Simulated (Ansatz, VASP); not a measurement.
**Two plane-wave programs on B6I**

```
B I
1.0
     5.38416    0.00000    0.00000
    -2.69208    4.66282    0.00000
     0.00000    0.00000    3.80272
B I
6 1
Direct
  0.33333 0.66667 0.50000
  0.66667 0.33333 0.50000
  0.50000 0.00000 0.50000
  0.00000 0.50000 0.50000
  0.50000 0.50000 0.50000
  0.00000 0.00000 0.50000
  0.00000 0.00000 0.00000
```

Alike in both runs: task single point; functional PBE; k mesh 6 × 6 × 4; occupations gaussian, width 0.1 eV; no spin polarisation.

|  | VASP | Ansatz |
| --- | --- | --- |
| version | VASP 6.6.1 | Ansatz 0.2.0 |
| potentials or method | VASP PAW PBE potentials, release 64 (B, I), cutoff 520 eV | scalar-relativistic, plane waves, PAW |
| valence electrons in the cell | 25 | 35 |

VASP gave:

* gap on the k mesh at the Fermi level (eV): none
* pressure (GPa): 18.9
* traceless stress, the component that is largest in VASP (GPa): 9.34

**Question.** Which values does Ansatz return?

**Answer.** gap on the k mesh at the Fermi level (eV): none; pressure (GPa): 19.0; traceless stress, the component that is largest in VASP (GPa): 9.44.

A gap of «none» marks a metal or a gap that the smearing closes. VASP's potentials hold 25 valence electrons a cell and Ansatz's 35, so a difference there can come from the potentials and not from the codes.

The k mesh is coarse, so the values compare programs but aren't converged. Neither program's run includes spin-orbit coupling.
